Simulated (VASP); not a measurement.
A run of VASP 6.6.1:

File INCAR:

```
PREC = Accurate
ENCUT = 520
EDIFF = 1E-7
ISMEAR = 0
SIGMA = 0.05
LREAL = Auto
LASPH = True
NELM = 100
ALGO = Normal
ISIF = 2
LWAVE = False
LCHARG = False
GGA = PS
NBANDS = 53
```

File KPOINTS:

```
Automatic mesh
0
Gamma
  2 2 2
```

The input POSCAR:

```
Si16Ge
1.0
    0.0000000000      5.4300000000      5.4300000000
    5.4300000000      0.0000000000      5.4300000000
    5.4300000000      5.4300000000      0.0000000000
Si Ge
16 1
Direct
   -0.0012774401     -0.0099818600     -0.0021352670
    0.1442596685      0.0679983425      0.1436418048
   -0.0013480663     -0.0100355433      0.5129679558
    0.1120296501      0.1350543278      0.6261611418
    0.0184522099      0.4442500000      0.0187083794
    0.1133166667      0.6185667587      0.1131960405
   -0.0301446593      0.5063625230      0.5118356354
    0.1129839779      0.6186576427      0.6554375691
    0.5135417127     -0.0099004604     -0.0021330571
    0.6269481584      0.1349404236      0.1114216390
    0.4813744015      0.0567401473      0.4807270718
    0.6269759669      0.1350722836      0.6261290055
    0.5115812155      0.5064666667     -0.0295760589
    0.6547859116      0.6185903315      0.1132855433
    0.5118658379      0.5064321363      0.5117063536
    0.6063787293      0.6805525783      0.6067124309
    0.3124383057      0.5629200737      0.3122659300
```

Potentials or basis: VASP PAW PBE potentials, release 64 (Si, Ge_d).

Run with:

```bash
$ cat potpaw_PBE.64/Si/POTCAR potpaw_PBE.64/Ge_d/POTCAR > POTCAR
$ mpirun -np 1 vasp_std > vasp.out
```

Hardware: 1 thread of Intel(R) Xeon(R) 6975P-C (Granite Rapids) (shared host).

Q: Estimate the wall time of this run.

A: Run time: 3.1 min on 1 thread of Intel(R) Xeon(R) 6975P-C (Granite Rapids), with other jobs on the host, peak memory 0.48 GiB. Counts: scf iterations 16, k points 8.
